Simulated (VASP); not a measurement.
# Zr3Bi2F3 (R32) in VASP: further runs

The runs below take Zr3Bi2F3 through single point, relaxation of cell and atoms, with PBE.

Program: VASP 6.6.1. These are calculated values, not measurements. Logs are shortened: lines on timing, memory, paths and dates and some standing lists are left out, and cuts for length are marked.

## 1. The cell of the first run

It takes space group R32 (No. 155, trigonal). The conventional cell has a = 7.462 Å, b = 7.462 Å, c = 9.083 Å, α = 90.00°, β = 90.00°, γ = 120.00°. Zr (site symmetry 2) has 6 F at 2.63 to 3.24 Å and 4 Bi at 2.93 to 2.97 Å and 4 Zr at 3.20 to 3.28 Å within 3.5 Å. Within 3.9 Å of Bi (site symmetry 3) lie 6 F at 2.92 to 2.95 Å and 6 Zr at 2.93 to 2.97 Å. F (site symmetry 2) has 6 Zr at 2.63 to 3.24 Å and 4 Bi at 2.92 to 2.95 Å and 4 F at 3.21 to 3.23 Å within 3.5 Å.

The cell was generated, and may not be a known phase.

## 2. Single point, PBE

The input, INCAR:

```
SYSTEM = Zr3Bi2F3
PREC = Accurate
ENCUT = 520
EDIFF = 1E-7
ISMEAR = 0
SIGMA = 0.1
LREAL = .FALSE.
LASPH = .TRUE.
NELM = 100
ALGO = Normal
ISIF = 2
LWAVE = .FALSE.
LCHARG = .FALSE.
GGA = PE
NBANDS = 54
```

The input, KPOINTS:

```
regular mesh
0
G
  3 3 3
  0 0 0
```

The input, POSCAR:

```
Zr3Bi2F3
1.0
    3.7310281400      2.1541101000      3.0277721300
   -3.7310281400      2.1541101000      3.0277721300
    0.0000000000     -4.3082202100      3.0277721300
Zr Bi F
3 2 3
Direct
    0.2462499900      0.7537500100      0.5000000000
    0.7537500100      0.5000000000      0.2462499900
    0.5000000000      0.2462499900      0.7537500100
    0.7518919700      0.7518919700      0.7518919700
    0.2481080300      0.2481080300      0.2481080300
    0.2497190100      0.7502809900      0.0000000000
    0.7502809900      0.0000000000      0.2497190100
    0.0000000000      0.2497190100      0.7502809900
```

Potentials or basis: VASP PAW PBE potentials, release 64 (Zr_sv, Bi_d, F).

On the command line:

```console
$ cat potpaw_PBE.64/Zr_sv/POTCAR potpaw_PBE.64/Bi_d/POTCAR potpaw_PBE.64/F/POTCAR > POTCAR
$ mpirun -np 1 vasp_std > vasp.out
```

OUTCAR:

```text
SYSTEM = Zr3Bi2F3
   PREC = Accurate
   ENCUT = 520
   EDIFF = 1E-7
   ISMEAR = 0
   LREAL = .FALSE.
   LASPH = .TRUE.
   NELM = 100
   ISIF = 2
   GGA = PE

 ion  position               nearest neighbor table
   1  0.246  0.754  0.500-   6 2.63   6 2.63   4 2.93   5 2.93   4 2.97   5 2.97   3 3.20   2 3.20
                             3 3.28   2 3.28
   2  0.754  0.500  0.246-   7 2.63   7 2.63   5 2.93   4 2.93   5 2.97   4 2.97   1 3.20   3 3.20
                             1 3.28   3 3.28
   3  0.500  0.246  0.754-   8 2.63   8 2.63   4 2.93   5 2.93   4 2.97   5 2.97   1 3.20   2 3.20
                             1 3.28   2 3.28
   4  0.752  0.752  0.752-   3 2.93   1 2.93   2 2.93   3 2.97   1 2.97   2 2.97
   5  0.248  0.248  0.248-   2 2.93   1 2.93   3 2.93   2 2.97   1 2.97   3 2.97
   6  0.250  0.750  0.000-   1 2.63   1 2.63
   7  0.750  0.000  0.250-   2 2.63   2 2.63
   8  0.000  0.250  0.750-   3 2.63   3 2.63

  LATTYP: Found a trigonal (rhomboedric) cell.
 ALAT       =     5.2657540178
 COS(alpha) =    -0.0040744343

  Lattice vectors:

 A1 = (   3.7310281400,   2.1541101000,   3.0277721300)
 A2 = (  -3.7310281400,   2.1541101000,   3.0277721300)
 A3 = (   0.0000000000,  -4.3082202100,   3.0277721300)

Analysis of symmetry for initial positions (statically):
=====================================================================
 Subroutine PRICEL returns:
 Original cell was already a primitive cell.

 Routine SETGRP: Setting up the symmetry group for a
 trigonal (rhombohedral) supercell.

 Subroutine GETGRP returns: Found  6 space group operations
 (whereof  6 operations were pure point group operations)
 out of a pool of 12 trial point group operations.

The static configuration has the point symmetry D_3 .

Analysis of symmetry for dynamics (positions and initial velocities):
=====================================================================
 Subroutine PRICEL returns:
 Original cell was already a primitive cell.

 Routine SETGRP: Setting up the symmetry group for a
 trigonal (rhombohedral) supercell.

 Subroutine GETGRP returns: Found  6 space group operations
 (whereof  6 operations were pure point group operations)
 out of a pool of 12 trial point group operations.

The dynamic configuration has the point symmetry D_3 .

 Subroutine INISYM returns: Found  6 space group operations
 (whereof  6 operations are pure point group operations),
 and found     1 'primitive' translations

----------------------------------------------------------------------------------------

                                     Primitive cell

  volume of cell :     146.0061

  direct lattice vectors                    reciprocal lattice vectors
     3.731028140  2.154110100  3.027772130     0.134011318  0.077371471  0.110091949
    -3.731028140  2.154110100  3.027772130    -0.134011318  0.077371471  0.110091949
     0.000000000 -4.308220210  3.027772130     0.000000000 -0.154742941  0.110091948

  length of vectors
     5.265754018  5.265754018  5.265754025     0.189909492  0.189909492  0.189909492

  position of ions in fractional coordinates (direct lattice)
     0.246249990  0.753750010  0.500000000
     0.753750010  0.500000000  0.246249990
     0.500000000  0.246249990  0.753750010
     0.751891970  0.751891970  0.751891970
     0.248108030  0.248108030  0.248108030
     0.249719010  0.750280990  1.000000000
     0.750280990  0.000000000  0.249719010
     1.000000000  0.249719010  0.750280990

  ion indices of the primitive-cell ions
   primitive index   ion index
                 1           1
                 2           2
                 3           3
                 4           4
                 5           5
                 6           6
                 7           7
                 8           8

----------------------------------------------------------------------------------------

 KPOINTS: regular mesh

Automatic generation of k-mesh.
 Grid dimensions read from file:
 generate k-points for:    3    3    3

 Generating k-lattice:

  Cartesian coordinates                     Fractional coordinates (reciprocal lattice)
     0.044670439  0.025790490  0.036697316     0.333333333  0.000000000 -0.000000000
    -0.044670439  0.025790490  0.036697316     0.000000000  0.333333333 -0.000000000
     0.000000000 -0.051580980  0.036697316     0.000000000  0.000000000  0.333333333

  Length of vectors
     0.063303164  0.063303164  0.063303164

  Shift w.r.t. Gamma in fractional coordinates (k-lattice)
     0.000000000  0.000000000  0.000000000

 Subroutine IBZKPT returns following result:
 ===========================================

 Found      6 irreducible k-points:

 Following reciprocal coordinates:
            Coordinates               Weight
  0.000000  0.000000  0.000000      1.000000
  0.333333  0.000000  0.000000      6.000000
  0.333333  0.333333  0.000000      6.000000
 -0.333333  0.333333  0.000000      6.000000
[... 44 lines left out ...]
   LORBIT       =      0    0 simple, 1 ext, 2 COOP (PROOUT), +10 PAW based schemes
   GGA     = PE    functional components
   LHFCALC =     F    Hartree Fock is set to
   AEXX    =    0.0000 exact exchange contribution
   IVDW    =     0    specifies the selected vdW correction
   LEPSILON=     F    determine dielectric tensor
   LRPA    =     F    only Hartree local field effects (RPA)
 non-spin polarized calculation
 Gauss-broadening in eV      SIGMA  =   0.10
  energy-cutoff  :      520.00
  volume of cell :      146.01
 maximum number of plane-waves:      3942
   NGX = 19   NGY = 19   NGZ = 19

 number of electron      86.9999972 magnetization

 Free energy of the ion-electron system (eV)
  ---------------------------------------------------
  ext. energy  EPLUGINS =         0.00000000
  ---------------------------------------------------
  free energy    TOTEN  =       -47.03245619 eV

  energy without entropy =      -46.98334315  energy(sigma->0) =      -47.00789967

 E-fermi :   8.4858     XC(G=0): -10.9527

 val. band max:        8.4659084723   @ k =   0.3333   0.3333   0.0000
 cond. band min:       8.5412990862   @ k =   0.3333   0.3333   0.3333
 fundamental gap:      0.0753906139
 Fermi energy:         8.4857991206

 k-point     1 :       0.0000    0.0000    0.0000
  band No.  band energies     occupation
      1     -41.1079      2.00000
      2     -41.0453      2.00000
      3     -41.0453      2.00000
      4     -19.3199      2.00000
      5     -19.3199      2.00000
      6     -19.2806      2.00000
[... 46 lines left out ...]
     53      11.1683      0.00000
     54      11.4393      0.00000

 k-point     2 :       0.3333    0.0000    0.0000
  band No.  band energies     occupation
      1     -41.0986      2.00000
      2     -41.0635      2.00000
      3     -41.0361      2.00000
      4     -19.3423      2.00000
      5     -19.3209      2.00000
      6     -19.2803      2.00000
[... 46 lines left out ...]
     53      10.9581      0.00000
     54      11.5526      0.00000

 k-point     3 :       0.3333    0.3333    0.0000
  band No.  band energies     occupation
      1     -41.0878      2.00000
      2     -41.0726      2.00000
      3     -41.0377      2.00000
      4     -19.3622      2.00000
      5     -19.3187      2.00000
      6     -19.2901      2.00000
[... 46 lines left out ...]
     53      11.3111      0.00000
     54      11.4961      0.00000

 k-point     4 :      -0.3333    0.3333    0.0000
  band No.  band energies     occupation
      1     -41.0947      2.00000
      2     -41.0580      2.00000
      3     -41.0453      2.00000
      4     -19.3606      2.00000
      5     -19.3209      2.00000
      6     -19.2868      2.00000
[... 46 lines left out ...]
     53      11.0719      0.00000
     54      11.3476      0.00000

 k-point     5 :       0.3333    0.3333    0.3333
  band No.  band energies     occupation
      1     -41.0807      2.00000
      2     -41.0719      2.00000
      3     -41.0453      2.00000
      4     -19.3623      2.00000
      5     -19.3282      2.00000
      6     -19.3257      2.00000
[... 46 lines left out ...]
     53      11.1588      0.00000
     54      11.6625      0.00000

 k-point     6 :      -0.3333    0.3333    0.3333
  band No.  band energies     occupation
      1     -41.0853      2.00000
      2     -41.0640      2.00000
      3     -41.0485      2.00000
      4     -19.3540      2.00000
      5     -19.3428      2.00000
      6     -19.3088      2.00000
[... 46 lines left out ...]
     53      11.1148      0.00000
     54      11.1993      0.00000

------------------------ aborting loop because EDIFF is reached ----------------------------------------

  FORCE on cell =-STRESS in cart. coord.  units (eV):
  Direction    XX          YY          ZZ          XY          YZ          ZX
  --------------------------------------------------------------------------------------
  -------------------------------------------------------------------------------------
  Total        5.1533555      5.1533555      8.4207045      0.0000000     -0.0000000     -0.0000000
  in kB       56.5496373     56.5496374     92.4034421      0.0000000     -0.0000001     -0.0000000
  external PRESSURE =      68.5009056 kB  Pullay stress =       0.0000000 kB

 VOLUME and BASIS-vectors are now :
 -----------------------------------------------------------------------------
  energy-cutoff  :      520.00
  volume of cell :      146.01
      direct lattice vectors                 reciprocal lattice vectors
     3.731028140  2.154110100  3.027772130     0.134011318  0.077371471  0.110091949
    -3.731028140  2.154110100  3.027772130    -0.134011318  0.077371471  0.110091949
     0.000000000 -4.308220210  3.027772130     0.000000000 -0.154742941  0.110091948

 POSITION                                       TOTAL-FORCE (eV/Angst)
 -----------------------------------------------------------------------------------
     -1.89350     -0.00000      4.54166        -0.350020     -0.000000     -0.000000
      0.94675      1.63982      4.54166         0.175010      0.303126      0.000000
      0.94675     -1.63982      4.54166         0.175010     -0.303126      0.000000
      0.00000     -0.00000      6.82967        -0.000000      0.000000     -0.163540
      0.00000     -0.00000      2.25364        -0.000000     -0.000000      0.163540
     -1.86761      2.15411      3.02777        -0.021936     -0.000000     -0.000000
      2.79932      0.54034      3.02777         0.010968      0.018997      0.000000
     -0.93171     -2.69445      3.02777         0.010968     -0.018997      0.000000
 -----------------------------------------------------------------------------------
    total drift:                               -0.000000      0.000000      0.000000

  FREE ENERGIE OF THE ION-ELECTRON SYSTEM (eV)
  ---------------------------------------------------
  free  energy   TOTEN  =       -47.0324561914 eV

  energy  without entropy=      -46.9833431548  energy(sigma->0) =      -47.00789967
```

Run time: 43 s. Hardware: 1 thread of Intel Xeon Platinum 8488C (Sapphire Rapids), shared host; peak memory 0.25 GiB.

What came out:

```yaml
Free_energy: -47.0325 eV
Pressure: 6.9 GPa
Largest_force: 0.350 eV/Å
Band_gap_on_the_k_mesh: zero (an odd number of electrons rules out a gap without spin polarisation)
```

Forces on the atoms (eV/Å):
```
Zr  -0.350  0.000  0.000
Zr   0.175  0.303  0.000
Zr   0.175 -0.303  0.000
Bi   0.000  0.000 -0.164
Bi   0.000  0.000  0.164
F   -0.022  0.000  0.000
F    0.011  0.019  0.000
F    0.011 -0.019  0.000
```

Levels at points of the mesh, in eV from the Fermi level:
```tsv
k point	band 40	band 41	band 42	band 43	band 44	band 45	band 46	band 47
(0.00, 0.00, 0.00)	-1.93	-1.93	-1.61	-1.28	0.42	0.42	0.84	1.05
```

Caveat: the k points lie up to 0.40 Å⁻¹ apart, too coarse for converged energies and pressures of a metal; spin-orbit coupling is left out, which moves the levels of the heavy elements; an odd number of electrons without spin polarisation forces a metal; a magnetic or distorted state may lie lower.

## 3. Single point, PBE

This run uses another cell than the first one, of 19.37 Å³/atom.

The input, INCAR:

```
SYSTEM = Zr3Bi2F3
  ALGO = Normal
  EDIFF = 1E-7
  ENCUT = 520
  GGA = PE
  ISIF = 2
  ISMEAR = 0
  LASPH = .TRUE.
  LCHARG = .FALSE.
  LREAL = .FALSE.
  LWAVE = .FALSE.
  NBANDS = 54
  NELM = 80
  PREC = Accurate
  SIGMA = 0.1
```

The input, KPOINTS:

```
k-points
0
G
  3 3 3
  0 0 0
```

The input, POSCAR:

```
Zr3Bi2F3
1.0
    3.7282718630      2.1525187619      3.2187380266
   -3.7282718630      2.1525187619      3.2187380266
    0.0000000000     -4.3050375292      3.2187380230
Zr Bi F
3 2 3
Direct
    0.1283911401      0.8716088599      0.5000000000
    0.8716088599      0.5000000000      0.1283911401
    0.5000000000      0.1283911401      0.8716088599
    0.6577426022      0.6577426022      0.6577426022
    0.3422573978      0.3422573978      0.3422573978
    0.1976842714      0.8023157286      0.0000000000
    0.8023157286      0.0000000000      0.1976842714
    0.0000000000      0.1976842714      0.8023157286
```

Potentials or basis: VASP PAW PBE potentials, release 64 (Zr_sv, Bi_d, F).

On the command line:

```console
$ cat potpaw_PBE.64/Zr_sv/POTCAR potpaw_PBE.64/Bi_d/POTCAR potpaw_PBE.64/F/POTCAR > POTCAR
$ mpirun -np 1 vasp_std > vasp.out
```

Wall time 43 s (1 thread of Intel Xeon Platinum 8488C (Sapphire Rapids), shared host); peak memory 0.25 GiB.

The run converged. Its results:

```yaml
Free_energy: -48.8256 eV
Pressure: -0.3 GPa
Largest_force: 0.011 eV/Å
Band_gap_on_the_k_mesh: zero (an odd number of electrons rules out a gap without spin polarisation)
```

Forces in eV/Å, atoms in the order of the input:
```
Zr   0.002  0.000  0.000
Zr  -0.001 -0.002  0.000
Zr  -0.001  0.002  0.000
Bi   0.000  0.000  0.000
Bi   0.000  0.000  0.000
F   -0.011  0.000  0.000
F    0.005  0.009  0.000
F    0.005 -0.009  0.000
```

Levels at points of the mesh, in eV from the Fermi level:
| k point | band 39 | band 40 | band 41 | band 42 | band 43 | band 44 | band 45 | band 46 | band 47 | band 48 |
| --- | --- | --- | --- | --- | --- | --- | --- | --- | --- | --- |
| (0.00, 0.00, 0.00) | -3.13 | -2.31 | -2.31 | -1.77 | -0.23 | 0.53 | 0.53 | 0.59 | 0.82 | 0.82 |

Caveat: the k points lie up to 0.39 Å⁻¹ apart, too coarse for converged energies and pressures of a metal; spin-orbit coupling is left out, which moves the levels of the heavy elements; an odd number of electrons without spin polarisation forces a metal; a magnetic or distorted state may lie lower.

## 4. Relaxation of cell and atoms, PBE

The input, INCAR:

```
PREC = Accurate
ENCUT = 600
EDIFF = 1E-6
ISMEAR = 0
SIGMA = 0.1
LREAL = F
LASPH = T
NELM = 80
ALGO = Normal
ISIF = 3
LWAVE = F
LCHARG = F
GGA = PE
IBRION = 2
NSW = 90
EDIFFG = -0.04
```

The input, KPOINTS:

```
Automatic mesh
0
Gamma
  3 3 3
```

The input, POSCAR:

```
Zr3Bi2F3
1.0
    3.7310281400      2.1541101000      3.0277721300
   -3.7310281400      2.1541101000      3.0277721300
    0.0000000000     -4.3082202100      3.0277721300
Zr Bi F
3 2 3
Direct
    0.2462499900      0.7537500100      0.5000000000
    0.7537500100      0.5000000000      0.2462499900
    0.5000000000      0.2462499900      0.7537500100
    0.7518919700      0.7518919700      0.7518919700
    0.2481080300      0.2481080300      0.2481080300
    0.2497190100      0.7502809900      0.0000000000
    0.7502809900      0.0000000000      0.2497190100
    0.0000000000      0.2497190100      0.7502809900
```

On the command line:

```console
$ cat potpaw_PBE.64/Zr_sv/POTCAR potpaw_PBE.64/Bi_d/POTCAR potpaw_PBE.64/F/POTCAR > POTCAR
$ mpirun -np 1 vasp_std > vasp.out
```

It took 18 min on 1 thread of Intel Xeon Platinum 8488C (Sapphire Rapids), shared host; peak memory 0.29 GiB.

The run converged. Its results:

- Free energy: -48.8185 eV
- Relaxed volume: 19.32 Å³/atom
- Relaxed cell: a = 5.370 Å, b = 5.370 Å, c = 5.370 Å, α = 88.06°, β = 88.06°, γ = 88.06°
- Space group after relaxing (to 0.1 Å): R32 (No. 155)
- Energy gained by relaxing: 222.7 meV/atom
- Ionic steps: 30
- Pressure after relaxing: 0.0 GPa
- Largest force after relaxing: 0.034 eV/Å
- Band gap on the k mesh: zero (an odd number of electrons rules out a gap without spin polarisation)

Forces on the atoms (eV/Å):
```
Zr  -0.023  0.000  0.000
Zr   0.011  0.020  0.000
Zr   0.011 -0.020  0.000
Bi   0.000  0.000 -0.027
Bi   0.000  0.000  0.027
F   -0.034  0.000  0.000
F    0.017  0.029  0.000
F    0.017 -0.029  0.000
```

Stress tensor (GPa, compression positive):
```
-0.08  0.00  0.00
 0.00 -0.08  0.00
 0.00  0.00  0.13
```

The path:
```tsv
step	energy change (eV)	largest force (eV/Å)	pressure (GPa)	volume (Å³)
1	0.0000	0.3500	6.84	146.01
2	-0.1693	0.5504	-3.47	163.08
3	-0.2355	0.4386	-0.35	156.78
4	-0.2667	0.4273	-0.25	156.68
5	-0.3267	0.3975	0.13	156.31
6	-0.2914	0.6086	1.26	155.24
7	-0.3395	0.3883	0.45	156.01
8	-0.3629	0.4083	0.26	156.38
9	-0.4283	0.4522	-0.27	157.50
10	-0.5179	0.5775	-1.24	159.73
11	-0.4136	1.3530	-2.62	164.21
12	-0.5282	0.7594	-1.60	160.77
13	-0.5596	0.7893	-1.48	160.47
14	-0.6476	0.8930	-1.12	159.56
15	-0.7859	1.1448	-0.40	157.76
16	-0.7918	1.8756	1.55	154.18
17	-0.8418	1.4153	0.36	156.19
18	-0.9804	1.2627	0.14	155.77
19	-1.2570	0.8970	0.06	154.52
20	-0.7474	3.4476	2.76	152.03
21	-1.2930	0.9611	0.19	154.13
22	-1.2990	1.1494	0.32	153.88
23	-1.4678	0.9136	0.10	154.13
24	-1.7349	0.4121	0.19	154.74
25	-1.7435	0.4691	0.38	154.85
26	-1.7645	0.1507	-0.37	155.87
27	-1.7669	0.0870	-0.69	156.34
28	-1.7766	0.0440	0.03	154.83
29	-1.7776	0.0610	0.31	154.27
30	-1.7814	0.0339	-0.01	154.59
```

Final structure:
```
Zr Bi F
1.0
     3.73236    2.15488    3.20354
    -3.73236    2.15488    3.20354
     0.00000   -4.30976    3.20354
Zr Bi F
3 2 3
Direct
  0.13066 0.86934 0.50000
  0.86934 0.50000 0.13066
  0.50000 0.13066 0.86934
  0.65895 0.65895 0.65895
  0.34105 0.34105 0.34105
  0.19833 0.80167 0.00000
  0.80167 0.00000 0.19833
  0.00000 0.19833 0.80167
```

Levels at points of the mesh, in eV from the Fermi level:
```
           k point  band 41  band 42  band 43  band 44  band 45  band 46
(0.00, 0.00, 0.00)    -2.33    -1.81    -0.24     0.54     0.54     0.59
```

Caveat: the k points lie up to 0.39 Å⁻¹ apart in the final cell, too coarse for converged energies and pressures of a metal; spin-orbit coupling is left out, which moves the levels of the heavy elements; an odd number of electrons without spin polarisation forces a metal; a magnetic or distorted state may lie lower.

## 5. Summary

```tsv
task	cell	cutoff (eV)	gap on the mesh (eV)	pressure (GPa)	largest force (eV/Å)
single point	a = 5.266 Å, angles 90.2°, 8 atoms, atomic positions A	520	none	6.9	0.35
single point	a = 5.375 Å, angles 87.8°, 8 atoms, atomic positions B	520	none	-0.3	0.01
relaxation of cell and atoms	relaxed from a = 5.266 Å, angles 90.2°, 8 atoms, atomic positions A	600	none	0.0	0.03
```

Alike in all rows: level PBE; potentials or basis VASP PAW PBE potentials, release 64 (Zr_sv, Bi_d, F); no spin polarisation; k mesh 3 × 3 × 3; smearing gaussian 0.1 eV.

Caveats: all runs use coarse meshes; spin-orbit coupling is left out, which moves the levels of the heavy elements; an odd number of electrons without spin polarisation forces a metal; a magnetic or distorted state may lie lower.

Absolute energies hang on the potentials; compare differences alone.

The gap in the log of VASP goes by the Fermi energy; the results here count the filled bands.